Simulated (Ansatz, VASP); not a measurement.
One calculation of BeTe, two programs

```xyz
2
Lattice="0.0000 2.7772 2.7772 2.7772 0.0000 2.7772 2.7772 2.7772 0.0000" Properties=species:S:1:pos:R:3 pbc="T T T"
Be    0.0000    0.0000    0.0000
Te    4.1658    4.1658    4.1658
```

Alike in both runs: functional LDA; k mesh 16 × 16 × 16; occupations fermi-dirac, width 0.08 eV; no spin polarisation.

Ansatz relaxed the structure, and its values are those at the end. VASP's run is a single point on that final structure, the one shown.

|  | VASP | Ansatz |
| --- | --- | --- |
| version | VASP 6.6.1 | Ansatz 0.2.0 |
| potentials or method | VASP PAW LDA potentials, release 64 (Be, Te) | PAW with Ansatz's default frozen-core files, scalar-relativistic |
| plane-wave cutoff (eV) | 520 | 420 |
| valence electrons in the cell | 8 | 18 |

|  | VASP | Ansatz | Ansatz less VASP |
| --- | --- | --- | --- |
| pressure (GPa) | 0.3 | 0.0 | -0.28 |

LDA's correlation is that of Perdew and Zunger in VASP and of Perdew and Wang (1992) in Ansatz. VASP's potentials hold 8 valence electrons a cell and Ansatz's 18, so a difference there can come from the potentials and not from the codes.

Neither program's run includes spin-orbit coupling.
